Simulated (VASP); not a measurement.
# ScTaN (P-3m1) in VASP: notebook

ScTaN is run at these levels: PBEsol+D3(BJ), PBEsol+D4, LDA, r2SCAN; tasks: relaxation of cell and atoms, single point.

Everything below comes from runs of VASP 6.6.1. Logs are shortened: lines on timing, memory, paths and dates and some standing lists are left out, and cuts for length are marked.

### 1 The cell of the first run

The structure is trigonal, space group P-3m1 (No. 164). The conventional cell has a = 3.085 Å, b = 3.085 Å, c = 10.340 Å, α = 90.00°, β = 90.00°, γ = 120.00°. Ta (site symmetry 3m) has 3 N at 2.20 Å within 2.9 Å. Sc (site symmetry -3m) has 6 Sc at 3.09 Å and 6 Ta at 3.10 Å within 4.1 Å. Sc (site symmetry -3m) has 6 N at 2.23 Å within 2.9 Å. N (site symmetry 3m) has 3 Ta at 2.20 Å and 3 Sc at 2.23 Å within 2.9 Å.

### 2 Relaxation of cell and atoms, PBEsol+D3(BJ)

The input, INCAR:

```
PREC = Accurate
ENCUT = 600
EDIFF = 1E-6
ISMEAR = -1
SIGMA = 0.05
LREAL = False
LASPH = True
NELM = 60
ALGO = Normal
ISIF = 3
LWAVE = False
LCHARG = False
GGA = PS
IVDW = 12
IBRION = 2
NSW = 60
EDIFFG = -0.01
```

The input, KPOINTS:

```
Automatic mesh
0
Gamma
  10 10 3
```

The input, POSCAR:

```
ScTaN
1.0
    3.0850655424      0.0000000000      0.0000000000
   -1.5425327712      2.6717451321      0.0000000000
    0.0000000000      0.0000000000     10.3401360000
Ta Sc N
2 2 2
Direct
    0.3333333333      0.6666666667      0.2456310000
    0.6666666667      0.3333333333      0.7543690000
    0.0000000000      0.0000000000      0.0000000000
    0.0000000000      0.0000000000      0.5000000000
    0.3333333333      0.6666666667      0.6298410000
    0.6666666667      0.3333333333      0.3701590000
```

Potentials or basis: VASP PAW PBE potentials, release 64 (Ta_pv, Sc_sv, N).

The run is started by

```sh
> cat potpaw_PBE.64/Ta_pv/POTCAR potpaw_PBE.64/Sc_sv/POTCAR potpaw_PBE.64/N/POTCAR > POTCAR
> mpirun -np 1 vasp_std > vasp.out
```

OUTCAR:

```text
PREC = Accurate
   ENCUT = 600
   EDIFF = 1E-6
   ISMEAR = -1
   LREAL = False
   LASPH = True
   NELM = 60
   ISIF = 3
   GGA = PS
   IVDW = 12
   IBRION = 2
   NSW = 60
   EDIFFG = -0.01
 IVDW          = 12

 ion  position               nearest neighbor table
   1  0.333  0.667  0.246-   6 2.20   6 2.20   6 2.20   3 3.10   3 3.10   3 3.10   4 3.18   4 3.18
                             4 3.18
   2  0.667  0.333  0.754-   5 2.20   5 2.20   5 2.20   3 3.10   3 3.10   3 3.10   4 3.18   4 3.18
                             4 3.18
   3  0.000  0.000  0.000-   1 3.10   2 3.10   2 3.10   1 3.10   2 3.10   1 3.10
   4  0.000  0.000  0.500-   5 2.23   6 2.23   6 2.23   5 2.23   6 2.23   5 2.23   1 3.18   2 3.18
                             1 3.18   2 3.18   2 3.18   1 3.18
   5  0.333  0.667  0.630-   2 2.20   2 2.20   2 2.20   4 2.23   4 2.23   4 2.23
   6  0.667  0.333  0.370-   1 2.20   1 2.20   1 2.20   4 2.23   4 2.23   4 2.23

  LATTYP: Found a hexagonal cell.
 ALAT       =     3.0850655424
 C/A-ratio  =     3.3516746591

  Lattice vectors:

 A1 = (   3.0850655424,   0.0000000000,   0.0000000000)
 A2 = (  -1.5425327712,   2.6717451321,   0.0000000000)
 A3 = (   0.0000000000,   0.0000000000,  10.3401360000)

Analysis of symmetry for initial positions (statically):
=====================================================================
 Subroutine PRICEL returns:
 Original cell was already a primitive cell.

 Routine SETGRP: Setting up the symmetry group for a
 hexagonal supercell.

 Subroutine GETGRP returns: Found 12 space group operations
 (whereof 12 operations were pure point group operations)
 out of a pool of 24 trial point group operations.

The static configuration has the point symmetry D_3d.

Analysis of symmetry for dynamics (positions and initial velocities):
=====================================================================
 Subroutine PRICEL returns:
 Original cell was already a primitive cell.

 Routine SETGRP: Setting up the symmetry group for a
 hexagonal supercell.

 Subroutine GETGRP returns: Found 12 space group operations
 (whereof 12 operations were pure point group operations)
 out of a pool of 24 trial point group operations.

The dynamic configuration has the point symmetry D_3d.

 Subroutine INISYM returns: Found 12 space group operations
 (whereof 12 operations are pure point group operations),
 and found     1 'primitive' translations

----------------------------------------------------------------------------------------

                                     Primitive cell

  volume of cell :      85.2287

[... 94 lines left out ...]
   ENCUT  =  600.0 eV  44.10 Ry    6.64 a.u.   6.16  6.16 20.65*2*pi/ulx,y,z
   NELM   =     60;   NELMIN=  2; NELMDL= -5     # of ELM steps
   EDIFF  = 0.1E-05   stopping-criterion for ELM
   LREAL  =      F    real-space projection
   EDIFFG = -.1E-01   stopping-criterion for IOM
   NSW    =     60    number of steps for IOM
   IBRION =      2    ionic relax: 0-MD 1-quasi-New 2-CG
   NFREE  =      1    steps in history (QN), initial steepest desc. (CG)
   ISIF   =      3    stress and relaxation
   ISYM   =      2    0-nonsym 1-usesym 2-fastsym
   POTIM  = 0.5000    time-step for ionic-motion
   TEBEG  =    0.0;   TEEND  =   0.0 temperature during run
   PSTRESS=    0.0 pullay stress
   NELECT =      54.0000    total number of electrons
   NUPDOWN=      -1.0000    fix difference up-down
   EMIN   =  10.00;   EMAX   =-10.00  energy-range for DOS
   EFERMI =   0.00;   METHOD = LEGACY
   ISMEAR =    -1;   SIGMA  =   0.05  broadening in eV -4-tet -1-fermi 0-gaus
   EFERMI_NEDOS =   21; number of points for ismear=-14 and -15
   IALGO  =     38    algorithm
   IMIX   =      4    mixing-type and parameters
     AMIX     =   0.40;   BMIX     =  1.00
     AMIX_MAG =   1.60;   BMIX_MAG =  1.00
  volume/ion in A,a.u.               =      14.20        95.86
  Fermi-wavevector in a.u.,A,eV,Ry     =   1.406083  2.657111 26.899650  1.977069
  Thomas-Fermi vector in A             =   2.528479
   LORBIT       =      0    0 simple, 1 ext, 2 COOP (PROOUT), +10 PAW based schemes
   GGA     = PS    functional components
   LHFCALC =     F    Hartree Fock is set to
   AEXX    =    0.0000 exact exchange contribution
   IVDW    =    12    specifies the selected vdW correction
   LEPSILON=     F    determine dielectric tensor
   LRPA    =     F    only Hartree local field effects (RPA)
 conjugate gradient relaxation of ions
 non-spin polarized calculation
  energy-cutoff  :      600.00
  volume of cell :       85.23
 maximum number of plane-waves:      2863
 NGX is ok and might be reduce to    28
   NGX = 13   NGY = 13   NGZ = 41

--------------------------------------- Ionic step        1  -------------------------------------------

 number of electron      53.9999996 magnetization

 Free energy of the ion-electron system (eV)
  ---------------------------------------------------
  ext. energy  EPLUGINS =         0.00000000
  ---------------------------------------------------
  free energy    TOTEN  =       -62.30644798 eV

  energy without entropy =      -62.27953277  energy(sigma->0) =      -62.29299038

------------------------ aborting loop because EDIFF is reached ----------------------------------------

 Edisp (eV)   -2.70143

 E8    (eV) :    -1.8941
[... 117 lines left out ...]
  FREE ENERGIE OF THE ION-ELECTRON SYSTEM (eV)
  ---------------------------------------------------
  free  energy   TOTEN  =       -65.1790716796 eV

  energy  without entropy=      -65.1549374594  energy(sigma->0) =      -65.16700457

[... ionic steps 4 to 11 ...]

--------------------------------------- Ionic step       12  -------------------------------------------

 number of electron      54.0000001 magnetization

------------------------ aborting loop because EDIFF is reached ----------------------------------------
[... 83 lines left out ...]
--------------------------------------- Ionic step       14  -------------------------------------------

 number of electron      54.0000001 magnetization

 Free energy of the ion-electron system (eV)
  ---------------------------------------------------
  ext. energy  EPLUGINS =         0.00000000
  ---------------------------------------------------
  free energy    TOTEN  =       -62.31932692 eV

  energy without entropy =      -62.29577449  energy(sigma->0) =      -62.30755071

 E-fermi :   6.5468     XC(G=0): -12.4660

 val. band max:        6.4855402770   @ k =   0.3000   0.3000   0.3333
 cond. band min:       6.5596128269   @ k =   0.3000   0.0000   0.3333
 fundamental gap:      0.0740725499
 Fermi energy:         6.5467900044

 k-point     1 :       0.0000    0.0000    0.0000
  band No.  band energies     occupation
      1     -42.2628      2.00000
      2     -41.8582      2.00000
      3     -28.0567      2.00000
      4     -28.0373      2.00000
      5     -27.5737      2.00000
      6     -27.5737      2.00000
[... 829 lines left out ...]
     31       8.8052      0.00000
     32       9.9263      0.00000

 [... further k-points ...]

------------------------ aborting loop because EDIFF is reached ----------------------------------------

 Edisp (eV)   -2.86645

 E8    (eV) :    -2.0098
[... 29 lines left out ...]
  FREE ENERGIE OF THE ION-ELECTRON SYSTEM (eV)
  ---------------------------------------------------
  free  energy   TOTEN  =       -65.1857754955 eV

  energy  without entropy=      -65.1622230638  energy(sigma->0) =      -65.17399928

 reached required accuracy - stopping structural energy minimisation
```

It took 19 min on 1 thread of Intel Xeon Platinum 8488C (Sapphire Rapids), shared host; peak memory 0.33 GiB.

Results:

| Property | Result |
| --- | --- |
| Free energy | -65.1858 eV |
| Relaxed volume | 13.39 Å³/atom |
| Relaxed cell | a = 3.028 Å, b = 3.028 Å, c = 10.120 Å, α = 90.00°, β = 90.00°, γ = 120.00° |
| Space group after relaxing (to 0.05 Å) | P-3m1 (No. 164) |
| Energy gained by relaxing | 29.6 meV/atom |
| Ionic steps | 14 |
| Pressure after relaxing | 0.0 GPa |
| Largest force after relaxing | 0.004 eV/Å |
| Band gap on the k mesh | zero (band 27 reaches 7.17 eV, above the bottom of band 28 at 6.37 eV) |
| Dispersion energy per atom | -0.478 eV |

Forces on the atoms (eV/Å):
```
Ta   0.000  0.000 -0.004
Ta   0.000  0.000  0.004
Sc   0.000  0.000  0.000
Sc   0.000  0.000  0.000
N    0.000  0.000 -0.002
N    0.000  0.000  0.002
```

The path:
| step | energy change (eV) | largest force (eV/Å) | pressure (GPa) | volume (Å³) |
| --- | --- | --- | --- | --- |
| 1 | 0.0000 | 0.3137 | -11.33 | 85.23 |
| 2 | 0.3913 | 1.7900 | 26.11 | 73.43 |
| 3 | -0.1712 | 0.3076 | -0.49 | 80.80 |
| 4 | -0.1713 | 0.3244 | -0.23 | 80.69 |
| 5 | -0.1713 | 0.3389 | 0.02 | 80.60 |
| 6 | -0.1768 | 0.0975 | 0.20 | 80.32 |
| 7 | -0.1768 | 0.0994 | 0.19 | 80.32 |
| 8 | -0.1775 | 0.0591 | -0.27 | 80.46 |
| 9 | -0.1776 | 0.0502 | -0.38 | 80.49 |
| 10 | -0.1779 | 0.0149 | 0.00 | 80.34 |
| 11 | -0.1779 | 0.0137 | 0.00 | 80.35 |
| 12 | -0.1779 | 0.0130 | 0.00 | 80.36 |
| 13 | -0.1779 | 0.0137 | -0.01 | 80.36 |
| 14 | -0.1779 | 0.0039 | -0.03 | 80.35 |

Final structure:
```
CELL_PARAMETERS angstrom
3.02792 0.00000 0.00000
-1.51396 2.62225 0.00000
0.00000 0.00000 10.11951
ATOMIC_POSITIONS crystal
Ta 0.33333 0.66667 0.24419
Ta 0.66667 0.33333 0.75581
Sc 0.00000 0.00000 0.00000
Sc 0.00000 0.00000 0.50000
N 0.33333 0.66667 0.63032
N 0.66667 0.33333 0.36968
```

Caveat: the PAW data sets were made with another functional, which shifts forces and pressure a little; spin-orbit coupling is left out, which moves the levels of the heavy elements; pairwise dispersion overbinds metals, which lowers pressure and volume.

### 3 Relaxation of cell and atoms, PBEsol+D4

The input, INCAR:

```
SYSTEM = ScTaN
PREC = Accurate ; ENCUT = 600
EDIFF = 1E-6 ; ISMEAR = -1
SIGMA = 0.05 ; LREAL = .FALSE.
LASPH = .TRUE. ; NELM = 80
ALGO = Normal ; ISIF = 3
LWAVE = .FALSE. ; LCHARG = .FALSE.
GGA = PS ; IVDW = 13
IBRION = 2 ; NSW = 60
EDIFFG = -0.01
```

The input, KPOINTS:

```
Automatic mesh
0
G
  10 10 3
  0 0 0
```

POSCAR is that of step 2.

Potentials or basis: VASP PAW PBE potentials, release 64 (Ta_pv, Sc_sv, N).

The run is started by

```sh
> cat potpaw_PBE.64/Ta_pv/POTCAR potpaw_PBE.64/Sc_sv/POTCAR potpaw_PBE.64/N/POTCAR > POTCAR
> mpirun -np 1 vasp_std > vasp.out
```

OUTCAR:

```text
SYSTEM = ScTaN
   PREC = Accurate
   ENCUT = 600
   EDIFF = 1E-6
   ISMEAR = -1
   LREAL = .FALSE.
   LASPH = .TRUE.
   NELM = 80
   ISIF = 3
   GGA = PS
   IVDW = 13
   IBRION = 2
   NSW = 60
   EDIFFG = -0.01

 ion  position               nearest neighbor table
   1  0.333  0.667  0.246-   6 2.20   6 2.20   6 2.20   3 3.10   3 3.10   3 3.10   4 3.18   4 3.18
                             4 3.18
   2  0.667  0.333  0.754-   5 2.20   5 2.20   5 2.20   3 3.10   3 3.10   3 3.10   4 3.18   4 3.18
                             4 3.18
   3  0.000  0.000  0.000-   1 3.10   2 3.10   2 3.10   1 3.10   2 3.10   1 3.10
   4  0.000  0.000  0.500-   5 2.23   6 2.23   6 2.23   5 2.23   6 2.23   5 2.23   1 3.18   2 3.18
                             1 3.18   2 3.18   2 3.18   1 3.18
   5  0.333  0.667  0.630-   2 2.20   2 2.20   2 2.20   4 2.23   4 2.23   4 2.23
   6  0.667  0.333  0.370-   1 2.20   1 2.20   1 2.20   4 2.23   4 2.23   4 2.23

  LATTYP: Found a hexagonal cell.
 ALAT       =     3.0850655424
 C/A-ratio  =     3.3516746591

  Lattice vectors:

 A1 = (   3.0850655424,   0.0000000000,   0.0000000000)
 A2 = (  -1.5425327712,   2.6717451321,   0.0000000000)
 A3 = (   0.0000000000,   0.0000000000,  10.3401360000)

Analysis of symmetry for initial positions (statically):
=====================================================================
 Subroutine PRICEL returns:
 Original cell was already a primitive cell.

 Routine SETGRP: Setting up the symmetry group for a
 hexagonal supercell.

[... 176 lines left out ...]

------------------------ aborting loop because EDIFF is reached ----------------------------------------

  DFT-D4 for vdW energy calculation

  Edisp (eV):   -1.10566
[... 117 lines left out ...]
  FREE ENERGIE OF THE ION-ELECTRON SYSTEM (eV)
  ---------------------------------------------------
  free  energy   TOTEN  =       -63.5033972732 eV

  energy  without entropy=      -63.4785357523  energy(sigma->0) =      -63.49096651

[... ionic steps 4 to 7 ...]

--------------------------------------- Ionic step        8  -------------------------------------------

 number of electron      54.0000001 magnetization

------------------------ aborting loop because EDIFF is reached ----------------------------------------
[... 83 lines left out ...]
--------------------------------------- Ionic step       10  -------------------------------------------

 number of electron      54.0000001 magnetization

 Free energy of the ion-electron system (eV)
  ---------------------------------------------------
  ext. energy  EPLUGINS =         0.00000000
  ---------------------------------------------------
  free energy    TOTEN  =       -62.35258634 eV

  energy without entropy =      -62.32800508  energy(sigma->0) =      -62.34029571

 E-fermi :   6.3983     XC(G=0): -12.3767

 val. band max:        6.3348952183   @ k =   0.3000   0.0000   0.3333
 cond. band min:       6.4195613461   @ k =   0.3000   0.0000   0.3333
 fundamental gap:      0.0846661278
 Fermi energy:         6.3982783553

 k-point     1 :       0.0000    0.0000    0.0000
  band No.  band energies     occupation
      1     -42.4431      2.00000
      2     -42.0692      2.00000
      3     -28.2324      2.00000
      4     -28.2152      2.00000
      5     -27.7784      2.00000
      6     -27.7784      2.00000
[... 829 lines left out ...]
     31       8.6610      0.00000
     32       9.7313      0.00000

 [... further k-points ...]

------------------------ aborting loop because EDIFF is reached ----------------------------------------

  DFT-D4 for vdW energy calculation

  Edisp (eV):   -1.15272
[... 29 lines left out ...]
  FREE ENERGIE OF THE ION-ELECTRON SYSTEM (eV)
  ---------------------------------------------------
  free  energy   TOTEN  =       -63.5053077604 eV

  energy  without entropy=      -63.4807265038  energy(sigma->0) =      -63.49301713

 reached required accuracy - stopping structural energy minimisation
```

OSZICAR:

```text
N       E                     dE             d eps       ncg     rms          rms(c)
DAV:   1     0.811057607935E+03    0.81106E+03   -0.28623E+04  2304   0.204E+03
DAV:   2     0.346979912389E+02   -0.77636E+03   -0.76988E+03  2544   0.683E+02
DAV:   3    -0.636300224095E+02   -0.98328E+02   -0.96393E+02  3816   0.230E+02
[... 83 lines left out ...]
DAV:   1    -0.623524961479E+02    0.24132E-03   -0.35712E-02  2328   0.119E+00    0.867E-02
DAV:   2    -0.623525958601E+02   -0.99712E-04   -0.17758E-03  3448   0.366E-01    0.331E-02
DAV:   3    -0.623525910838E+02    0.47763E-05   -0.15318E-04  3768   0.895E-02    0.175E-02
DAV:   4    -0.623525871828E+02    0.39009E-05   -0.60090E-05  3328   0.323E-02    0.950E-03
DAV:   5    -0.623525863400E+02    0.84286E-06   -0.72708E-06  2360   0.149E-02
  10 F= -.63505308E+02 E0= -.63493017E+02  d E =-.108048E-03
```

Wall time 14 min (1 thread of Intel Xeon Platinum 8488C (Sapphire Rapids), shared host); peak memory 0.33 GiB.

Results:

| Property | Result |
| --- | --- |
| Free energy | -63.5053 eV |
| Relaxed volume | 13.62 Å³/atom |
| Relaxed cell | a = 3.045 Å, b = 3.045 Å, c = 10.180 Å, α = 90.00°, β = 90.00°, γ = 120.00° |
| Space group after relaxing (to 0.05 Å) | P-3m1 (No. 164) |
| Energy gained by relaxing | 15.5 meV/atom |
| Ionic steps | 10 |
| Pressure after relaxing | 0.0 GPa |
| Largest force after relaxing | 0.008 eV/Å |
| Band gap on the k mesh | zero (band 27 reaches 7.02 eV, above the bottom of band 28 at 6.23 eV) |
| Dispersion energy per atom | -0.192 eV |

Forces in eV/Å, atoms in the order of the input:
```
Ta   0.000  0.000 -0.008
Ta   0.000  0.000  0.008
Sc   0.000  0.000  0.000
Sc   0.000  0.000  0.000
N    0.000  0.000  0.007
N    0.000  0.000 -0.007
```

Step by step:
```csv
step,energy change (eV),largest force (eV/Å),pressure (GPa),volume (Å³)
1,0.0000,0.3181,-8.26,85.23
2,0.1970,1.1910,17.43,76.51
3,-0.0913,0.1560,-0.26,81.96
4,-0.0913,0.1667,-0.13,81.89
5,-0.0913,0.1772,0.05,81.83
6,-0.0930,0.0381,0.18,81.67
7,-0.0930,0.0355,0.19,81.67
8,-0.0930,0.0313,-0.28,81.83
9,-0.0931,0.0329,-0.12,81.76
10,-0.0932,0.0081,-0.04,81.73
```

Final structure:
```
CELL_PARAMETERS angstrom
3.04480 0.00000 0.00000
-1.52240 2.63688 0.00000
0.00000 0.00000 10.17977
ATOMIC_POSITIONS crystal
Ta 0.33333 0.66667 0.24528
Ta 0.66667 0.33333 0.75472
Sc 0.00000 0.00000 0.00000
Sc 0.00000 0.00000 0.50000
N 0.33333 0.66667 0.62990
N 0.66667 0.33333 0.37010
```

Levels at points of the mesh, in eV from the Fermi level:
```
           k point  band 24  band 25  band 26  band 27  band 28  band 29  band 30  band 31
(0.00, 0.00, 0.00)    -1.32    -1.26     0.56     0.56     0.78     0.81     1.45     1.45
(0.50, 0.00, 0.00)    -1.83    -1.24    -0.89    -0.37     0.39     0.61     2.07     2.46
```

Caveat: the PAW data sets were made with another functional, which shifts forces and pressure a little; spin-orbit coupling is left out, which moves the levels of the heavy elements; pairwise dispersion overbinds metals, which lowers pressure and volume.

### 4 Single point, LDA

This run uses another cell than the first one, of 13.41 Å³/atom, 0.944 times its volume.

The input, INCAR:

```
ALGO = Normal ; EDIFF = 1E-6
ENCUT = 520 ; ISIF = 2
ISMEAR = -1 ; LASPH = True
LCHARG = True ; LELF = True
LREAL = False ; LVHAR = True
LWAVE = False ; NBANDS = 36
NELM = 80 ; PREC = Accurate
SIGMA = 0.05
```

The input, KPOINTS:

```
k-points
0
Gamma
  10 10 3
```

The input, POSCAR:

```
ScTaN
1.0
    3.0293509057      0.0000000000      0.0000000000
   -1.5146754528      2.6234948413      0.0000000000
    0.0000000000      0.0000000000     10.1213845207
Ta Sc N
2 2 2
Direct
    0.3333333333      0.6666666667      0.2453960552
    0.6666666667      0.3333333333      0.7546039448
    0.0000000000      0.0000000000      0.0000000000
    0.0000000000      0.0000000000      0.5000000000
    0.3333333333      0.6666666667      0.6301019093
    0.6666666667      0.3333333333      0.3698980907
```

Potentials or basis: VASP PAW LDA potentials, release 64 (Ta_pv, Sc_sv, N).

The run is started by

```sh
> cat potpaw_LDA.64/Ta_pv/POTCAR potpaw_LDA.64/Sc_sv/POTCAR potpaw_LDA.64/N/POTCAR > POTCAR
> mpirun -np 1 vasp_std > vasp.out
```

It took 71 s on 1 thread of Intel Xeon 6975P-C (Granite Rapids), shared host; peak memory 0.23 GiB.

It converged, with:

```yaml
Free_energy: -64.4728 eV
Pressure: 1.1 GPa
Largest_force: 0.067 eV/Å
Band_gap_on_the_k_mesh: zero (band 27 reaches 7.10 eV, above the bottom of band 28 at 6.32 eV)
```

Forces on the atoms (eV/Å):
```
Ta   0.000  0.000 -0.067
Ta   0.000  0.000  0.067
Sc   0.000  0.000  0.000
Sc   0.000  0.000  0.000
N    0.000  0.000  0.010
N    0.000  0.000 -0.010
```

Levels at points of the mesh, in eV from the Fermi level:
| k point | band 23 | band 24 | band 25 | band 26 | band 27 | band 28 | band 29 | band 30 | band 31 | band 32 |
| --- | --- | --- | --- | --- | --- | --- | --- | --- | --- | --- |
| (0.00, 0.00, 0.00) | -3.80 | -1.30 | -1.18 | 0.53 | 0.53 | 0.78 | 0.81 | 1.44 | 1.44 | 1.76 |
| (0.50, 0.00, 0.00) | -2.87 | -1.80 | -1.25 | -0.87 | -0.29 | 0.35 | 0.71 | 2.05 | 2.47 | 3.88 |

Caveat: spin-orbit coupling is left out, which moves the levels of the heavy elements.

(Part 1 of 2 ends here.)
